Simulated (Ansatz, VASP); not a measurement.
**One calculation of PtSeS4, two programs**

```xyz
6
Lattice="-3.2233 3.2233 2.7663 3.2233 -3.2233 2.7663 3.2233 3.2233 -2.7663" Properties=species:S:1:pos:R:3 pbc="T T T"
Pt    0.0000    0.0000    0.0000
Se    0.0000    0.0000    2.7663
S     1.0687    4.2920    1.3832
S    -1.0687    2.1546    1.3832
S     4.2920   -1.0687    1.3832
S     2.1546    1.0687    1.3832
```

Change from the starting cell: species swapped into the FeCoSn4 type (I422, No. 97).

Alike in both runs: task single point; functional PBE; k mesh 4 × 4 × 4; occupations gaussian, width 0.1 eV; no spin polarisation.

```csv
,VASP,Ansatz
version,VASP 6.6.1,Ansatz 0.2.0
potentials or method,"VASP PAW PBE potentials, release 64 (Pt, Se, S), cutoff 520 eV","scalar-relativistic, plane waves, PAW"
valence electrons in the cell,40,58
```

Ansatz gave:

- gap on the k mesh at the Fermi level (eV): none
- pressure (GPa): -5.6
- traceless stress, the component that is largest in VASP (GPa): 8.49
- rms of the force components (eV/Å): 0.076

Problem. Estimate VASP's values.

Solution. gap on the k mesh at the Fermi level (eV): none; pressure (GPa): -5.7; traceless stress, the component that is largest in VASP (GPa): 8.46; rms of the force components (eV/Å): 0.079.

Atom by atom the forces differ by 0.004 eV/Å (rms over components). A gap of «none» marks a metal or a gap that the smearing closes. VASP's potentials hold 40 valence electrons a cell and Ansatz's 58, so a difference there can come from the potentials and not from the codes.

The k mesh is coarse, so the values compare programs but aren't converged. Spin-orbit coupling is off throughout.
